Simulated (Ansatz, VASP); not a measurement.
**Ag: VASP beside Ansatz**

```xyz
4
Lattice="2.9037 0.0000 0.0000 -1.4518 2.5147 0.0000 0.0000 0.0000 9.4957" Properties=species:S:1:pos:R:3 pbc="T T T"
Ag    0.0000    1.6764    1.1870
Ag    0.0000    1.6764    5.9348
Ag    1.4518    0.8382    3.5609
Ag    1.4518    0.8382    8.3087
```

Alike in both runs: task single point; functional r2SCAN; k mesh 12 × 12 × 4; occupations gaussian, width 0.15 eV; no spin polarisation.

|  | VASP | Ansatz |
| --- | --- | --- |
| version | VASP 6.6.1 | Ansatz 0.2.0 |
| potentials or method | VASP PAW PBE potentials, release 64 (Ag), cutoff 520 eV | scalar-relativistic, plane waves, PAW |
| valence electrons in the cell | 44 | 76 |

Ansatz gave:

```
gap on the k mesh at the Fermi level (eV)                     : none
pressure (GPa)                                                : 0.1
traceless stress, the component that is largest in VASP (GPa) : -0.39
```

Q: What did VASP give for the same quantities?

A: gap on the k mesh at the Fermi level (eV): none; pressure (GPa): 0.2; traceless stress, the component that is largest in VASP (GPa): -0.40.

VASP's potentials were made for PBE, not for r2SCAN. A gap of «none» marks a metal or a gap that the smearing closes. VASP's potentials hold 44 valence electrons a cell and Ansatz's 76, so a difference there can come from the potentials and not from the codes.
